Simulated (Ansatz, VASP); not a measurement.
# LaTe: VASP beside Ansatz

File INCAR:

```
  PREC = Accurate
  ENCUT = 520
  EDIFF = 1E-7
  ISMEAR = -1
  SIGMA = 0.08
  LREAL = False
  LASPH = True
  NELM = 100
  ALGO = Normal
  ISIF = 2
  LWAVE = False
  LCHARG = False
  GGA = CA
  NBANDS = 16
```

KPOINTS

```
regular mesh
0
Gamma
  10 10 10
```

The input POSCAR:

```
LaTe
1.0
    0.0000000000      3.2431100000      3.2110000000
    3.2431100000      0.0000000000      3.2110000000
    3.2431100000      3.2431100000      0.0000000000
La Te
1 1
Direct
    0.0000000000      0.0000000000      0.0000000000
    0.5000000000      0.5000000000      0.5000000000
```

Input for Ansatz:

```yaml
crystal:
  lattice:
    - [0.0, 3.24311, 3.211]
    - [3.24311, 0.0, 3.211]
    - [3.24311, 3.24311, 0.0]
  atoms:
    - { symbol: La, position: [0.0, 0.0, 0.0] }
    - { symbol: Te, position: [0.5, 0.5, 0.5] }
kpoints:
  mp_grid: { grid: [10, 10, 10] }
  band_path:
    path:
      - [0.0, 0.0, 0.0]
      - [0.0, 0.5, 0.5]
      - [0.25, 0.75, 0.5]
      - [0.0, 0.5, 0.0]
      - [0.0, 0.0, 0.0]
      - [0.5, 0.5, 0.0]
      - [0.3775125, 0.6224875, 0.0]
      - [-0.3775125, 0.3775125, 0.0]
      - [0.0, 0.0, 0.0]
    npoints: 5
scf:
  occupations: { method: fermi_dirac, width: 0.08 }
hamiltonian:
  xc: lda
  pseudopotentials: { kind: all_electron, lapw: { basis_error: 0.001 } }
output:
  forces: true
  stress: true
  eigenvalues: true
```

Change from the starting cell: equal xx and yy strain of +1 %.

Alike in both runs: task single point; functional LDA; k mesh 10 × 10 × 10; occupations fermi-dirac, width 0.08 eV; no spin polarisation.

|  | VASP | Ansatz |
| --- | --- | --- |
| version | VASP 6.6.1 | Ansatz 0.2.0 |
| potentials or method | VASP PAW LDA potentials, release 64 (La, Te), cutoff 520 eV | all-electron LAPW, scalar-relativistic |

|  | VASP | Ansatz | Ansatz less VASP |
| --- | --- | --- | --- |
| pressure (GPa) | -3.2 | -3.2 | -0.01 |
| traceless stress, the component that is largest in VASP (GPa) | 0.82 | 0.82 | -0.002 |

LDA's correlation is that of Perdew and Zunger in VASP and of Perdew and Wang (1992) in Ansatz. Ansatz ran all-electron here, and VASP with PAW potentials.

Neither program's run includes spin-orbit coupling.
